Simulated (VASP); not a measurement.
A run of VASP 6.6.1 is set up as follows.

The input INCAR:

```
SYSTEM = Pb
PREC = Accurate ; ENCUT = 520
EDIFF = 1E-6 ; ISMEAR = -1
SIGMA = 0.05 ; LREAL = .FALSE.
LASPH = .TRUE. ; NELM = 100
ALGO = Normal ; ISIF = 2
LWAVE = .FALSE. ; LCHARG = .FALSE.
GGA = PS ; IVDW = 12
NBANDS = 13
```

KPOINTS

```
Automatic mesh
0
G
  9 9 9
  0 0 0
```

Contents of POSCAR:

```
Pb
1.0
   -1.9157189454      1.9157189454      1.9157189454
    1.9157189454     -1.9157189454      1.9157189454
    1.9157189454      1.9157189454     -1.9157189454
Pb
1
Direct
    0.0000000000      0.0000000000      0.0000000000
```

Potentials or basis: VASP PAW PBE potentials, release 64 (Pb_d).

The run is started by

```console
$ cat potpaw_PBE.64/Pb_d/POTCAR > POTCAR
$ mpirun -np 1 vasp_std > vasp.out
```

Q: Predict the pressure.

A: -0.1 GPa.

Q: Estimate the dispersion energy per atom.

A: -0.477 eV.

Q: What does it give for the band gap on the k mesh?

A: Zero (band 7 reaches 16.31 eV, above the bottom of band 8 at 5.69 eV).

Caveat: the PAW data sets were made with another functional, which shifts forces and pressure a little; spin-orbit coupling is left out, which moves the levels of the heavy elements; pairwise dispersion overbinds metals, which lowers pressure and volume.
